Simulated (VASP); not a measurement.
# Sb in VASP: notebook, part 2 of 2

VASP 6.6.1. The steps go on from the part before.

### Step 4. Electric field gradients, LDA (equal xy, yz and zx shear strains of -1 %)

INCAR

```
  ALGO = Normal
  EDIFF = 1E-8
  ENCUT = 400
  GGA = CA
  GGA_COMPAT = False
  ISIF = 2
  ISMEAR = -1
  LASPH = True
  LCHARG = False
  LEFG = True
  LREAL = False
  LWAVE = False
  NBANDS = 22
  NELM = 120
  PREC = Accurate
  SIGMA = 0.03
```

KPOINTS

```
k-points
0
Gamma
  12 12 12
```

POSCAR

```
Sb
1.0
    2.1256720836      1.2121766789      3.7270387499
   -2.1755285804      1.2336826823      3.7485447533
   -0.0063035032     -2.5020193611      3.7564164968
Sb
2
Direct
    0.2336400000      0.2336400000      0.2336400000
    0.7663600000      0.7663600000      0.7663600000
```

Potentials or basis: VASP PAW LDA potentials, release 64 (Sb_d_GW).

Started as:

```bash
cat potpaw_LDA.64/Sb_d_GW/POTCAR > POTCAR
mpirun -np 1 vasp_std > vasp.out
```

OUTCAR:

```text
EDIFF = 1E-8
   ENCUT = 400
   GGA = CA
   ISIF = 2
   ISMEAR = -1
   LASPH = True
   LREAL = False
   NELM = 120
   PREC = Accurate

 ion  position               nearest neighbor table
   1  0.234  0.234  0.234-   2 2.89   2 2.91   2 2.91   2 3.33   2 3.35   2 3.36
   2  0.766  0.766  0.766-   1 2.89   1 2.91   1 2.91   1 3.33   1 3.35   1 3.36

  LATTYP: Found a triclinic cell.
 ALAT       =     4.2826901800
 B/A-ratio  =     1.0043472705
 C/A-ratio  =     1.0538709749
 COS(alpha) =     0.0027861848
 COS(beta)  =     0.4871714925
 COS(gamma) =     0.4934979113

  Lattice vectors:

 A1 = (   2.1319755868,   3.7141960400,  -0.0293777469)
 A2 = (   4.3012006640,  -0.0215060034,  -0.0215060034)
 A3 = (   0.0063035032,   2.5020193611,  -3.7564164968)

Analysis of symmetry for initial positions (statically):
=====================================================================
 Subroutine PRICEL returns:
[... 793 lines left out ...]
  volume of cell :       59.98
      direct lattice vectors                 reciprocal lattice vectors
     2.125672084  1.212176679  3.727038750     0.233626878  0.135852552  0.090878736
    -2.175528580  1.233682682  3.748544753    -0.231382933  0.133515820  0.088542003
    -0.006303503 -2.502019361  3.756416497    -0.000901697 -0.268026123  0.087686700

 POSITION                                       TOTAL-FORCE (eV/Angst)
 -----------------------------------------------------------------------------------
     -0.01312     -0.01312      2.62424         0.032951      0.045406      0.081660
     -0.04304     -0.04304      8.60776        -0.032951     -0.045406     -0.081660
 -----------------------------------------------------------------------------------
    total drift:                               -0.000000      0.000000      0.000000

  FREE ENERGIE OF THE ION-ELECTRON SYSTEM (eV)
  ---------------------------------------------------
  free  energy   TOTEN  =        -9.6334081986 eV

  energy  without entropy=       -9.6330746894  energy(sigma->0) =       -9.63324144

 Electric field gradients (V/A^2)
---------------------------------------------------------------------
 ion       V_xx      V_yy      V_zz      V_xy      V_xz      V_yz
---------------------------------------------------------------------
   1      25.547    20.227   -45.774    -2.145    -4.783    -7.288
   2      25.547    20.227   -45.774    -2.145    -4.783    -7.288
---------------------------------------------------------------------

 Electric field gradients after diagonalization (V/A^2)
 (convention: |V_zz| > |V_xx| > |V_yy|)
----------------------------------------------------------------------
 ion       V_xx      V_yy      V_zz     asymmetry (V_yy - V_xx)/ V_zz
----------------------------------------------------------------------
   1      26.375    20.538   -46.913       0.124
   2      26.375    20.538   -46.913       0.124
----------------------------------------------------------------------

           NMR quadrupolar parameters

 Cq : quadrupolar parameter    Cq=e*Q*V_zz/h
 eta: asymmetry parameters     (V_yy - V_xx)/ V_zz
 Q  : nuclear electric quadrupole moment in mb (millibarn)
----------------------------------------------------------------------
 ion       Cq(MHz)       eta       Q (mb)
----------------------------------------------------------------------
   1      -0.113       0.124       1.000
   2      -0.113       0.124       1.000
----------------------------------------------------------------------
```

OSZICAR:

```text
N       E                     dE             d eps       ncg     rms          rms(c)
DAV:   1     0.221701922187E+03    0.22170E+03   -0.82866E+03 53684   0.114E+04
DAV:   2     0.200229775805E+02   -0.20168E+03   -0.19419E+03 74936   0.133E+03
DAV:   3    -0.858923128097E+01   -0.28612E+02   -0.28474E+02 75038   0.219E+02
DAV:   4    -0.961474363431E+01   -0.10255E+01   -0.10251E+01 63268   0.301E+01
DAV:   5    -0.965798423996E+01   -0.43241E-01   -0.43237E-01 63008   0.876E+00    0.374E+00
DAV:   6    -0.964262465660E+01    0.15360E-01   -0.32019E-02 75844   0.526E+00    0.229E+00
DAV:   7    -0.963340830061E+01    0.92164E-02   -0.98318E-03 72828   0.418E+00    0.636E-02
DAV:   8    -0.963339775899E+01    0.10542E-04   -0.78967E-04 68558   0.121E+00    0.426E-02
DAV:   9    -0.963340735039E+01   -0.95914E-05   -0.22929E-05 67390   0.215E-01    0.133E-02
DAV:  10    -0.963340811329E+01   -0.76291E-06   -0.35910E-06 63846   0.835E-02    0.141E-03
DAV:  11    -0.963340819395E+01   -0.80662E-07   -0.30651E-07 46990   0.110E-02    0.100E-03
DAV:  12    -0.963340819864E+01   -0.46894E-08   -0.56544E-08 41854   0.509E-03
   1 F= -.96334082E+01 E0= -.96332414E+01  d E =-.333509E-03
```

stdout:

```text
POSCAR found type information on POSCAR Sb
 POSCAR found :  1 types and       2 ions
 scaLAPACK will be used
 LDA part: xc-table for (Slater(with rela. corr.)+CA(PZ))
 , standard interpolation
 POSCAR, INCAR and KPOINTS ok, starting setup
 FFT: planning ... GRIDC
 FFT: planning ... GRID_SOFT
 FFT: planning ... GRID
 WAVECAR not read
 entering main loop
ion   1
     0.0000576    -0.0345016     0.0132220    -0.2001251    -0.0191690    -0.0307289
     0.0000793    -0.0345016     0.0132220    -0.2001251    -0.0191690    -0.0307289
     0.0001092    -0.0345016     0.0132220    -0.2001251    -0.0191690    -0.0307289
     0.0001504    -0.0345016     0.0132220    -0.2001250    -0.0191690    -0.0307289

     0.0000576     1.9461407     6.7141280    36.1750342     4.3810722    -2.4749672
     0.0000793     1.9459143     6.7134271    36.1712304     4.3806110    -2.4747154
     0.0001092     1.9455547     6.7123159    36.1652008     4.3798799    -2.4743159
     0.0001504     1.9449859     6.7105614    36.1556835     4.3787262    -2.4736852

ion   2
     0.0000576    -0.0345016     0.0132220    -0.2001251    -0.0191690    -0.0307289
     0.0000793    -0.0345016     0.0132220    -0.2001251    -0.0191690    -0.0307289
     0.0001092    -0.0345016     0.0132220    -0.2001251    -0.0191690    -0.0307289
     0.0001504    -0.0345016     0.0132220    -0.2001250    -0.0191690    -0.0307289

     0.0000576     1.9461407     6.7141280    36.1750342     4.3810722    -2.4749672
     0.0000793     1.9459143     6.7134271    36.1712304     4.3806110    -2.4747154
     0.0001092     1.9455547     6.7123159    36.1652008     4.3798799    -2.4743159
     0.0001504     1.9449859     6.7105614    36.1556835     4.3787262    -2.4736852
```

Run time: 7.5 min. Hardware: 1 thread of Intel Xeon 6975P-C (Granite Rapids), shared host; peak memory 0.76 GiB.

Results:

* Free energy: -9.6334 eV
* Pressure: -1.1 GPa
* Largest force: 0.099 eV/Å
* Band gap on the k mesh: zero (bands 15 and 16 overlap by 0.36 eV)
* Largest electric field gradient by atom: Sb -46.9 V/Å²

Forces on the atoms (eV/Å):
```
Sb   0.033  0.045  0.082
Sb  -0.033 -0.045 -0.082
```

Electric field gradients, principal values (V/Å²):
| atom | least | middle | greatest (by size) |
| --- | --- | --- | --- |
| 1 Sb | 20.538 | 26.375 | -46.913 |
| 2 Sb | 20.538 | 26.375 | -46.913 |

Caveat: the cell differs from its parent crystal (equal xy, yz and zx shear strains of -1 %); without QUAD_EFG the Cq values of the log hold for a quadrupole moment of 1 mb, not for the nuclei; spin-orbit coupling is left out, which moves the levels of the heavy elements.

### Step 5. The runs side by side

```csv
cell,gap on the mesh (eV),pressure (GPa),largest force (eV/Å)
"a = 4.552 Å, angles 57.2°, 2 atoms",none,-3.1,0.11
"a = 4.581 Å, angles 57.2°, 2 atoms",none,-4.0,0.19
"a = 4.459, b = 4.506, c = 4.513 Å, angles 57.2, 57.0, 57.3°, 2 atoms",none,-1.1,0.10
```

Alike in all rows: task electric field gradients; level LDA; potentials or basis VASP PAW LDA potentials, release 64 (Sb_d_GW); no spin polarisation; k mesh 12 × 12 × 12; cutoff (eV) 400; smearing fermi-dirac 0.03 eV.

Caveats: spin-orbit coupling is left out, which moves the levels of the heavy elements; the cell stands under tension (at least some runs).

Absolute energies hang on the potentials; compare differences alone.
